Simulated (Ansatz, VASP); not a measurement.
SiC: VASP beside Ansatz

```xyz
4
Lattice="3.0918 0.0000 0.0000 -1.5459 2.6775 0.0000 0.0000 0.0000 5.0740" Properties=species:S:1:pos:R:3 pbc="T T T"
Si    0.0000    1.7850    0.0232
Si    1.5459    0.8925    2.5602
C     0.1414    1.9265    1.8303
C     1.5459    0.8925    4.4674
```

Alike in both runs: task single point; functional PBE; k mesh 12 × 12 × 6; occupations gaussian, width 0.05 eV; no spin polarisation.

|  | VASP | Ansatz |
| --- | --- | --- |
| version | VASP 6.6.1 | Ansatz 0.2.0 |
| potentials or method | VASP PAW PBE potentials, release 64 (Si, C), cutoff 520 eV | scalar-relativistic, plane waves, PAW |
| valence electrons in the cell | 16 | 16 |

Ansatz gave:

* gap on the k mesh at the Fermi level (eV): 1.52
* least direct gap on the mesh (eV): 3.68
* pressure (GPa): 2.4
* traceless stress, the component that is largest in VASP (GPa): -4.97
* rms of the force components (eV/Å): 1.177

What did VASP give for the same quantities?

gap on the k mesh at the Fermi level (eV): 1.51; least direct gap on the mesh (eV): 3.68; pressure (GPa): 2.3; traceless stress, the component that is largest in VASP (GPa): -4.98; rms of the force components (eV/Å): 1.178.

Atom by atom the forces differ by 0.002 eV/Å (rms over components).
